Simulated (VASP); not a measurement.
# Cr in VASP: notebook

Runs on Cr. Level: PBEsol. Tasks: single point.

Everything below comes from runs of VASP 6.6.1. Logs are shortened: lines on timing, memory, paths and dates and some standing lists are left out, and cuts for length are marked.

### Step 1. The cell of the first run

It takes space group I4/mmm (No. 139, tetragonal). Conventional cell: a = 2.927 Å, b = 2.927 Å, c = 2.747 Å, α = 90.00°, β = 90.00°, γ = 90.00°. Cr (site symmetry 4/mmm) has 14 Cr at 2.48 to 2.93 Å within 3.3 Å.

### Step 2. Single point, PBEsol (biaxial strain in the a-b plane: +4.0 %)

File INCAR:

```
PREC = Accurate
ENCUT = 520
EDIFF = 1E-6
ISMEAR = 0
SIGMA = 0.1
LREAL = F
LASPH = T
NELM = 80
ALGO = Normal
ISIF = 2
LWAVE = F
LCHARG = F
GGA = PS
NBANDS = 19
```

File KPOINTS:

```
regular mesh
0
Gamma
  14 14 14
```

File POSCAR:

```
Cr
1.0
    2.9268602757      0.0000000000      0.0000000000
    0.0000000000      2.9268602757      0.0000000000
    0.0000000000      0.0000000000      2.7467457972
Cr
2
Direct
    0.0000000000      0.0000000000      0.0000000000
    0.5000000000      0.5000000000      0.5000000000
```

Potentials or basis: VASP PAW PBE potentials, release 64 (Cr_pv).

Started as:

```
$ cat potpaw_PBE.64/Cr_pv/POTCAR > POTCAR
$ mpirun -np 1 vasp_std > vasp.out
```

OUTCAR:

```text
PREC = Accurate
   ENCUT = 520
   EDIFF = 1E-6
   ISMEAR = 0
   LREAL = F
   LASPH = T
   NELM = 80
   ISIF = 2
   GGA = PS

 ion  position               nearest neighbor table
   1  0.000  0.000  0.000-   2 2.48   2 2.48   2 2.48   2 2.48   2 2.48   2 2.48   2 2.48   2 2.48

   2  0.500  0.500  0.500-   1 2.48   1 2.48   1 2.48   1 2.48   1 2.48   1 2.48   1 2.48   1 2.48

  LATTYP: Found a simple tetragonal cell.
 ALAT       =     2.9268602757
 C/A-ratio  =     0.9384615385

  Lattice vectors:

 A1 = (   2.9268602757,   0.0000000000,   0.0000000000)
 A2 = (   0.0000000000,   2.9268602757,   0.0000000000)
 A3 = (   0.0000000000,   0.0000000000,   2.7467457972)

Analysis of symmetry for initial positions (statically):
=====================================================================
 Subroutine PRICEL returns following result:

  LATTYP: Found a body centered tetragonal cell.
 ALAT       =     2.9268602757
 C/A-ratio  =     0.9384615385

  Lattice vectors:

 A1 = (  -1.4634301379,  -1.4634301378,  -1.3733728986)
 A2 = (   1.4634301379,   1.4634301378,  -1.3733728986)
 A3 = (   1.4634301379,  -1.4634301379,   1.3733728986)

   2 primitive cells build up your supercell.

 Routine SETGRP: Setting up the symmetry group for a
 simple tetragonal supercell.

 Subroutine GETGRP returns: Found 16 space group operations
 (whereof 16 operations were pure point group operations)
 out of a pool of 16 trial point group operations.

The static configuration has the point symmetry D_4h.

Analysis of symmetry for dynamics (positions and initial velocities):
=====================================================================
 Subroutine PRICEL returns following result:

  LATTYP: Found a body centered tetragonal cell.
 ALAT       =     2.9268602757
 C/A-ratio  =     0.9384615385

  Lattice vectors:

 A1 = (  -1.4634301379,  -1.4634301378,  -1.3733728986)
 A2 = (   1.4634301379,   1.4634301378,  -1.3733728986)
 A3 = (   1.4634301379,  -1.4634301379,   1.3733728986)

   2 primitive cells build up your supercell.

 Routine SETGRP: Setting up the symmetry group for a
 simple tetragonal supercell.

[... 87 lines left out ...]
   dimension x,y,z NGX =    24 NGY =   24 NGZ =   20
   dimension x,y,z NGXF=    48 NGYF=   48 NGZF=   40
   ions per type =               2
   NGX,Y,Z   is equivalent  to a cutoff of  13.63, 13.63, 12.10 a.u.
   NGXF,Y,Z  is equivalent  to a cutoff of  27.26, 27.26, 24.21 a.u.
 SYSTEM =  unknown system
   PREC   = accura    normal or accurate (medium, high low for compatibility)
   ISTART =      0    job   : 0-new  1-cont  2-samecut
   ICHARG =      2    charge: 1-file 2-atom 10-const
   ISPIN  =      1    spin polarized calculation?
   LNONCOLLINEAR =      F non collinear calculations
   LSORBIT =      F    spin-orbit coupling
   LASPH  =      T    aspherical Exc in radial PAW
   ENCUT  =  520.0 eV  38.22 Ry    6.18 a.u.   5.44  5.44  5.11*2*pi/ulx,y,z
   NELM   =     80;   NELMIN=  2; NELMDL= -5     # of ELM steps
   EDIFF  = 0.1E-05   stopping-criterion for ELM
   LREAL  =      F    real-space projection
   EDIFFG = 0.1E-04   stopping-criterion for IOM
   NSW    =      0    number of steps for IOM
   IBRION =     -1    ionic relax: 0-MD 1-quasi-New 2-CG
   NFREE  =      0    steps in history (QN), initial steepest desc. (CG)
   ISIF   =      2    stress and relaxation
   ISYM   =      2    0-nonsym 1-usesym 2-fastsym
   POTIM  = 0.5000    time-step for ionic-motion
   TEBEG  =    0.0;   TEEND  =   0.0 temperature during run
   PSTRESS=    0.0 pullay stress
   NELECT =      24.0000    total number of electrons
   NUPDOWN=      -1.0000    fix difference up-down
   EMIN   =  10.00;   EMAX   =-10.00  energy-range for DOS
   EFERMI =   0.00;   METHOD = LEGACY
   ISMEAR =     0;   SIGMA  =   0.10  broadening in eV -4-tet -1-fermi 0-gaus
   EFERMI_NEDOS =   21; number of points for ismear=-14 and -15
   IALGO  =     38    algorithm
   IMIX   =      4    mixing-type and parameters
     AMIX     =   0.40;   BMIX     =  1.00
     AMIX_MAG =   1.60;   BMIX_MAG =  1.00
  volume/ion in A,a.u.               =      11.77        79.39
  Fermi-wavevector in a.u.,A,eV,Ry     =   1.647926  3.114129 36.948808  2.715661
  Thomas-Fermi vector in A             =   2.737302
   LORBIT       =      0    0 simple, 1 ext, 2 COOP (PROOUT), +10 PAW based schemes
   GGA     = PS    functional components
   LHFCALC =     F    Hartree Fock is set to
   AEXX    =    0.0000 exact exchange contribution
   IVDW    =     0    specifies the selected vdW correction
   LEPSILON=     F    determine dielectric tensor
   LRPA    =     F    only Hartree local field effects (RPA)
 non-spin polarized calculation
 Gauss-broadening in eV      SIGMA  =   0.10
  energy-cutoff  :      520.00
  volume of cell :       23.53
 maximum number of plane-waves:       656
 NGX is ok and might be reduce to    24
   NGX = 11   NGY = 11   NGZ = 11

 number of electron      24.0000001 magnetization

 Free energy of the ion-electron system (eV)
  ---------------------------------------------------
  ext. energy  EPLUGINS =         0.00000000
  ---------------------------------------------------
  free energy    TOTEN  =       -20.36341546 eV

  energy without entropy =      -20.35599051  energy(sigma->0) =      -20.35970298

 E-fermi :  10.5568     XC(G=0): -13.7257

 val. band max:       10.5545332391   @ k =   0.1429   0.0714   0.5000
 cond. band min:      10.5572164519   @ k =   0.1429   0.0000   0.5000
 fundamental gap:      0.0026832128
 Fermi energy:        10.5568452363

 k-point     1 :       0.0000    0.0000    0.0000
  band No.  band energies     occupation
      1     -32.6864      2.00000
      2     -32.6864      2.00000
      3     -32.5408      2.00000
      4     -32.0534      2.00000
      5     -32.0533      2.00000
      6     -32.0134      2.00000
[... 505 lines left out ...]
      6     -32.0777      2.00000
[... 11 lines left out ...]
     18      14.9511      0.00000
     19      17.6392      0.00000

 [... further k-points ...]
[... 5 lines left out ...]
  --------------------------------------------------------------------------------------
  -------------------------------------------------------------------------------------
  Total       -3.0421607     -3.0421607      0.1950651      0.0000000      0.0000000      0.0000000
  in kB     -207.1430126   -207.1430126     13.2821297      0.0000000      0.0000000      0.0000000
  external PRESSURE =    -133.6679652 kB  Pullay stress =       0.0000000 kB

 VOLUME and BASIS-vectors are now :
 -----------------------------------------------------------------------------
  energy-cutoff  :      520.00
  volume of cell :       23.53
      direct lattice vectors                 reciprocal lattice vectors
     2.926860276  0.000000000  0.000000000     0.341663047  0.000000000  0.000000000
     0.000000000  2.926860276  0.000000000     0.000000000  0.341663047  0.000000000
     0.000000000  0.000000000  2.746745797     0.000000000  0.000000000  0.364067181

 POSITION                                       TOTAL-FORCE (eV/Angst)
 -----------------------------------------------------------------------------------
      0.00000      0.00000      0.00000         0.000000      0.000000     -0.000000
      1.46343      1.46343      1.37337         0.000000      0.000000      0.000000
 -----------------------------------------------------------------------------------
    total drift:                                0.000000      0.000000     -0.000000

  FREE ENERGIE OF THE ION-ELECTRON SYSTEM (eV)
  ---------------------------------------------------
  free  energy   TOTEN  =       -20.3634154596 eV

  energy  without entropy=      -20.3559905054  energy(sigma->0) =      -20.35970298
```

OSZICAR:

```text
N       E                     dE             d eps       ncg     rms          rms(c)
DAV:   1     0.238112564294E+03    0.23811E+03   -0.13858E+04 10952   0.155E+03
DAV:   2    -0.160381703625E+02   -0.25415E+03   -0.24858E+03 11078   0.438E+02
DAV:   3    -0.240714248625E+02   -0.80333E+01   -0.79197E+01 11491   0.929E+01
DAV:   4    -0.241975216358E+02   -0.12610E+00   -0.12580E+00 14634   0.105E+01
DAV:   5    -0.241998385199E+02   -0.23169E-02   -0.23149E-02 12478   0.129E+00    0.192E+01
DAV:   6    -0.203754819568E+02    0.38244E+01   -0.16997E+01 11514   0.478E+01    0.288E+00
DAV:   7    -0.203878902258E+02   -0.12408E-01   -0.65980E-01 11915   0.536E+00    0.177E+00
DAV:   8    -0.203652445311E+02    0.22646E-01   -0.40571E-02 12017   0.263E+00    0.348E-01
DAV:   9    -0.203634402072E+02    0.18043E-02   -0.98715E-03 11798   0.103E+00    0.726E-02
DAV:  10    -0.203634284443E+02    0.11763E-04   -0.29332E-04 16284   0.114E-01    0.545E-02
DAV:  11    -0.203634137373E+02    0.14707E-04   -0.55638E-05 12034   0.744E-02    0.776E-03
DAV:  12    -0.203634167778E+02   -0.30406E-05   -0.29465E-06 11001   0.191E-02    0.703E-03
DAV:  13    -0.203634154380E+02    0.13398E-05   -0.72469E-07  6618   0.868E-03    0.524E-04
DAV:  14    -0.203634154596E+02   -0.21648E-07   -0.51125E-08  6351   0.233E-03
   1 F= -.20363415E+02 E0= -.20359703E+02  d E =-.742495E-02
```

stdout:

```text
POSCAR found type information on POSCAR Cr
 POSCAR found :  1 types and       2 ions
 scaLAPACK will be used
 -----------------------------------------------------------------------------
|                                                                             |
|                                                                             |
|     You enforced a specific xc type in the INCAR file but a different       |
|     I HOPE YOU KNOW WHAT YOU ARE DOING!                                     |
|                                                                             |
 -----------------------------------------------------------------------------

 LDA part: xc-table for (Slater+PW92), standard interpolation
 POSCAR, INCAR and KPOINTS ok, starting setup
 FFT: planning ... GRIDC
 FFT: planning ... GRID_SOFT
 FFT: planning ... GRID
 WAVECAR not read
 entering main loop
```

It took 46 s on 1 thread of Intel Xeon Platinum 8488C (Sapphire Rapids), shared host; peak memory 0.22 GiB.

What came out:

```
Free energy            : -20.3634 eV
Pressure               : -13.4 GPa
Band gap on the k mesh : zero (band 12 reaches 11.65 eV, above the bottom of band 13 at 9.96 eV)
```

Stress tensor (GPa, compression positive):
```
-20.71   0.00   0.00
  0.00 -20.71   0.00
  0.00   0.00   1.33
```

Caveat: the cell differs from its parent crystal (biaxial strain in the a-b plane: +4.0 %); the PAW data sets were made with another functional, which shifts forces and pressure a little; the run has no spin polarisation, though such a crystal can be magnetic.

### Step 3. Single point, PBEsol (biaxial strain in the a-b plane: +4.0 %, then relaxed in part)

Changes to INCAR since step 2:

```diff
@@ -7,3 +7,3 @@
 LASPH = T
-NELM = 80
+NELM = 100
 ALGO = Normal
```

KPOINTS is that of step 2.

Changes to POSCAR since step 2:

```diff
@@ -4,3 +4,3 @@
     0.0000000000      2.9268602757      0.0000000000
-    0.0000000000      0.0000000000      2.7467457972
+    0.0000000000      0.0000000000      2.7569456157
 Cr
```

Potentials or basis: VASP PAW PBE potentials, release 64 (Cr_pv).

Started as:

```
$ cat potpaw_PBE.64/Cr_pv/POTCAR > POTCAR
$ mpirun -np 1 vasp_std > vasp.out
```

Wall time 51 s (1 thread of Intel Xeon Platinum 8488C (Sapphire Rapids), shared host); peak memory 0.22 GiB.

Results (log left out):

```yaml
Free_energy: -20.3637 eV
Pressure: -14.3 GPa
Band_gap_on_the_k_mesh: zero (band 12 reaches 11.60 eV, above the bottom of band 13 at 9.93 eV)
```

Stress tensor (GPa, compression positive):
```
-21.14   0.00   0.00
  0.00 -21.14   0.00
  0.00   0.00  -0.54
```

Levels at points of the mesh, in eV from the Fermi level:
```
           k point  band 9  band 10  band 11  band 12  band 13  band 14  band 15  band 16
(0.00, 0.00, 0.00)   -4.11    -1.19    -0.69    -0.69     0.80     1.32     2.37     2.37
(0.50, 0.00, 0.00)   -1.83    -1.83    -0.49    -0.49    -0.09    -0.09     0.76     0.76
(0.50, 0.50, 0.00)   -1.97    -1.97     0.71     0.71     0.74     0.74     1.25     1.25
(0.00, 0.00, 0.50)   -1.64    -1.64    -0.58    -0.58    -0.58    -0.58     0.56     0.56
(0.50, 0.00, 0.50)   -2.56    -2.56     1.10     1.10     1.26     1.26     1.67     1.67
(0.50, 0.50, 0.50)   -2.36    -2.36    -2.09    -2.09     1.34     1.34     1.62     1.62
```

Caveat: the cell differs from its parent crystal (biaxial strain in the a-b plane: +4.0 %, then relaxed in part); the PAW data sets were made with another functional, which shifts forces and pressure a little; the run has no spin polarisation, though such a crystal can be magnetic. Spin polarisation is off, so any magnetic state and its effect on volume and gap are missing.

### Step 4. Single point, PBEsol, collinear spin, antiferromagnetic start

This run uses another cell than the first one, of 11.14 Å³/atom, 0.947 times its volume.

File INCAR:

```
PREC = Accurate
ENCUT = 520
EDIFF = 1E-6
ISMEAR = 0
SIGMA = 0.1
LREAL = F
LASPH = T
NELM = 150
ALGO = Normal
ISIF = 2
LWAVE = F
LCHARG = T
ISPIN = 2
MAGMOM = -1.69 1.69
LORBIT = 11
LMAXMIX = 4
GGA = PS
LELF = T
LVHAR = T
NBANDS = 23
```

File KPOINTS:

```
Automatic mesh
0
Gamma
  6 6 6
```

File POSCAR:

```
Cr
1.0
    2.8142887266      0.0000000000      0.0000000000
    0.0000000000      2.8142887266      0.0000000000
    0.0000000000      0.0000000000      2.8142887266
Cr
2
Direct
    0.0000000000      0.0000000000      0.0000000000
    0.5000000000      0.5000000000      0.5000000000
```

Potentials or basis: VASP PAW PBE potentials, release 64 (Cr_pv).

Started as:

```
$ cat potpaw_PBE.64/Cr_pv/POTCAR > POTCAR
$ mpirun -np 1 vasp_std > vasp.out
```

OUTCAR:

```text
PREC = Accurate
   ENCUT = 520
   EDIFF = 1E-6
   ISMEAR = 0
   LREAL = F
   LASPH = T
   NELM = 150
   ISIF = 2
   ISPIN = 2
   LORBIT = 11
   GGA = PS

 ion  position               nearest neighbor table
   1  0.000  0.000  0.000-   2 2.44   2 2.44   2 2.44   2 2.44   2 2.44   2 2.44   2 2.44   2 2.44

   2  0.500  0.500  0.500-   1 2.44   1 2.44   1 2.44   1 2.44   1 2.44   1 2.44   1 2.44   1 2.44

  LATTYP: Found a simple cubic cell.
 ALAT       =     2.8142887266

  Lattice vectors:

 A1 = (   2.8142887266,   0.0000000000,   0.0000000000)
 A2 = (   0.0000000000,   2.8142887266,   0.0000000000)
 A3 = (   0.0000000000,   0.0000000000,   2.8142887266)

Analysis of symmetry for initial positions (statically):
=====================================================================
 Subroutine PRICEL returns following result:

  LATTYP: Found a body centered cubic cell.
 ALAT       =     2.8142887266
[... 744 lines left out ...]
      3     -31.9120      1.00000
      4     -31.2042      1.00000
      5     -31.2042      1.00000
      6     -31.2042      1.00000
[... 509 lines left out ...]
     22      21.9674      0.00000
     23      21.9674      0.00000

------------------------ aborting loop because EDIFF is reached ----------------------------------------

  FORCE on cell =-STRESS in cart. coord.  units (eV):
  Direction    XX          YY          ZZ          XY          YZ          ZX
  --------------------------------------------------------------------------------------
  -------------------------------------------------------------------------------------
  Total       -0.0784650     -0.0784650     -0.0784650     -0.0000000      0.0000000     -0.0000000
  in kB       -5.6400189     -5.6400189     -5.6400189     -0.0000000      0.0000000     -0.0000000
  external PRESSURE =      -5.6400189 kB  Pullay stress =       0.0000000 kB

 VOLUME and BASIS-vectors are now :
 -----------------------------------------------------------------------------
  energy-cutoff  :      520.00
  volume of cell :       22.29
      direct lattice vectors                 reciprocal lattice vectors
     2.814288727  0.000000000  0.000000000     0.355329569  0.000000000  0.000000000
     0.000000000  2.814288727  0.000000000     0.000000000  0.355329569  0.000000000
     0.000000000  0.000000000  2.814288727     0.000000000  0.000000000  0.355329569

 POSITION                                       TOTAL-FORCE (eV/Angst)
 -----------------------------------------------------------------------------------
      0.00000      0.00000      0.00000         0.000000      0.000000      0.000000
      1.40714      1.40714      1.40714        -0.000000     -0.000000     -0.000000
 -----------------------------------------------------------------------------------
    total drift:                                0.000000      0.000000     -0.000000

  FREE ENERGIE OF THE ION-ELECTRON SYSTEM (eV)
  ---------------------------------------------------
  free  energy   TOTEN  =       -20.5146845702 eV

  energy  without entropy=      -20.5092127239  energy(sigma->0) =      -20.51194865

 total charge

# of ion       s       p       d       tot
------------------------------------------
    1        0.444   6.435   4.254  11.133
    2        0.444   6.435   4.254  11.133
--------------------------------------------------
tot          0.888  12.871   8.508  22.267

 magnetization (x)

# of ion       s       p       d       tot
------------------------------------------
    1        0.000   0.000   0.001   0.001
    2       -0.000  -0.000  -0.001  -0.001
--------------------------------------------------
tot          0.000   0.000   0.000   0.000
```

OSZICAR:

```text
N       E                     dE             d eps       ncg     rms          rms(c)
DAV:   1     0.239664752008E+03    0.23966E+03   -0.13348E+04  1840   0.129E+03
DAV:   2    -0.159343125531E+02   -0.25560E+03   -0.24624E+03  1903   0.381E+02
DAV:   3    -0.236897417503E+02   -0.77554E+01   -0.77074E+01  2232   0.787E+01
DAV:   4    -0.237524504354E+02   -0.62709E-01   -0.62670E-01  2060   0.717E+00
[... 11 lines left out ...]
DAV:  16    -0.205146790260E+02   -0.17664E-04   -0.16826E-04  1854   0.131E-01    0.104E-02
DAV:  17    -0.205146837958E+02   -0.47698E-05   -0.47973E-04  2147   0.139E-01    0.124E-02
DAV:  18    -0.205146845971E+02   -0.80138E-06   -0.22875E-05  1936   0.319E-02    0.754E-03
DAV:  19    -0.205146843126E+02    0.28454E-06   -0.31862E-05  1679   0.373E-02    0.185E-03
DAV:  20    -0.205146845702E+02   -0.25756E-06   -0.96744E-06  1049   0.257E-02
   1 F= -.20514685E+02 E0= -.20511949E+02  d E =-.547185E-02  mag=     0.0000
```

stdout:

```text
POSCAR found type information on POSCAR Cr
 POSCAR found :  1 types and       2 ions
 scaLAPACK will be used
 -----------------------------------------------------------------------------
|                                                                             |
|                                                                             |
|     You enforced a specific xc type in the INCAR file but a different       |
|     I HOPE YOU KNOW WHAT YOU ARE DOING!                                     |
|                                                                             |
 -----------------------------------------------------------------------------

 LDA part: xc-table for (Slater+PW92), standard interpolation
 POSCAR, INCAR and KPOINTS ok, starting setup
 FFT: planning ... GRIDC
 FFT: planning ... GRID_SOFT
 FFT: planning ... GRID
 WAVECAR not read
 entering main loop
```

It took 13 s on 1 thread of Intel Xeon 6975P-C (Granite Rapids), shared host; peak memory 0.15 GiB.

What came out:

```
Free energy                                           : -20.5147 eV
Pressure                                              : -0.6 GPa
Band gap on the k mesh                                : zero (filled and empty bands overlap)
Net moment                                            : 0.00 μB per cell
Valence electrons inside the program's atomic spheres : Cr 11.13
```

Caveat: the k points lie up to 0.37 Å⁻¹ apart; the starting moments collapsed, and a magnetic state may lie lower; the PAW data sets were made with another functional, which shifts forces and pressure a little.
